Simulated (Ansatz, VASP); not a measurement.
# Ta4O: VASP beside Ansatz

Contents of INCAR:

```
ALGO = Normal ; EDIFF = 1E-6
ENCUT = 520 ; GGA = PS
ISIF = 2 ; ISMEAR = -1
LASPH = True ; LCHARG = True
LDAU = True ; LDAUJ = 0 0
LDAUL = 2 -1 ; LDAUPRINT = 1
LDAUTYPE = 2 ; LDAUU = 5 0
LELF = True ; LMAXMIX = 4
LREAL = False ; LVHAR = True
LWAVE = False ; NBANDS = 33
NELM = 150 ; PREC = Accurate
SIGMA = 0.05
```

Contents of KPOINTS:

```
k-points
0
Gamma
  8 8 4
```

The input POSCAR:

```
Ta4O
1.0
    3.2574970000      0.0000000000      0.0000000000
    0.0000000000      3.2574970000      0.0000000000
    0.0000000000      0.0000000000      7.4093410000
Ta O
4 1
Direct
    0.0000000000      0.0000000000      0.0000000000
    0.5000000000      0.5000000000      0.2168420000
    0.5000000000      0.5000000000      0.7831580000
    0.0000000000      0.0000000000      0.5000000000
    0.5000000000      0.5000000000      0.5000000000
```

input.yaml

```yaml
crystal:
  lattice:
    - [3.257497, 0.0, 0.0]
    - [0.0, 3.257497, 0.0]
    - [0.0, 0.0, 7.409341]
  atoms:
    - { symbol: Ta, position: [0.0, 0.0, 0.0] }
    - { symbol: Ta, position: [0.5, 0.5, 0.216842] }
    - { symbol: Ta, position: [0.5, 0.5, 0.783158] }
    - { symbol: Ta, position: [0.0, 0.0, 0.5] }
    - { symbol: O, position: [0.5, 0.5, 0.5] }
hamiltonian:
  xc: pbesol
  pseudopotentials: { kind: paw }
  hubbard: { sites: [{ species: Ta, l: d, u_eff: 5.0 }] }
kpoints:
  mp_grid: { grid: [8, 8, 4] }
  band_path:
    path:
      - [[0.0, 0.0, 0.0], [0.0, 0.5, 0.0], [0.5, 0.5, 0.0], [0.0, 0.0, 0.0], [0.0, 0.0, 0.5], [0.0, 0.5, 0.5], [0.5, 0.5, 0.5], [0.0, 0.0, 0.5]]
      - [[0.0, 0.5, 0.0], [0.0, 0.5, 0.5]]
      - [[0.5, 0.5, 0.0], [0.5, 0.5, 0.5]]
    npoints: 14
scf:
  occupations: { method: fermi_dirac, width: 0.05 }
  n_extra_bands: 12
output:
  forces: true
  stress: true
  eigenvalues: true
  fatbands: false
```

Alike in both runs: functional PBEsol; k mesh 8 × 8 × 4; occupations fermi-dirac, width 0.05 eV; no spin polarisation; Hubbard terms Ta d U = 5.0 eV.

|  | VASP | Ansatz |
| --- | --- | --- |
| version | VASP 6.6.1 | Ansatz 0.2.0 |
| potentials or method | VASP PAW PBE potentials, release 64 (Ta_pv, O) | Ansatz PAW |
| plane-wave cutoff (eV) | 520 | 420 |
| valence electrons in the cell | 50 | 58 |
| task | single point | band structure |

Ansatz gave:

- gap on the k mesh at the Fermi level (eV): none
- pressure (GPa): -2.6
- traceless stress, the component that is largest in VASP (GPa): -4.42
- rms of the force components (eV/Å): 0.269

Task: Estimate VASP's values.

Result: gap on the k mesh at the Fermi level (eV): none; pressure (GPa): 7.5; traceless stress, the component that is largest in VASP (GPa): -1.76; rms of the force components (eV/Å): 0.203.

VASP's potentials were made for PBE, not for PBEsol. The programs project onto different local orbitals, so the same U acts differently, and such runs can settle in different states. Atom by atom the forces differ by 0.066 eV/Å (rms over components). A gap of «none» marks a metal or a gap that the smearing closes. VASP's potentials hold 50 valence electrons a cell and Ansatz's 58, so a difference there can come from the potentials and not from the codes.

Spin-orbit coupling is off throughout.
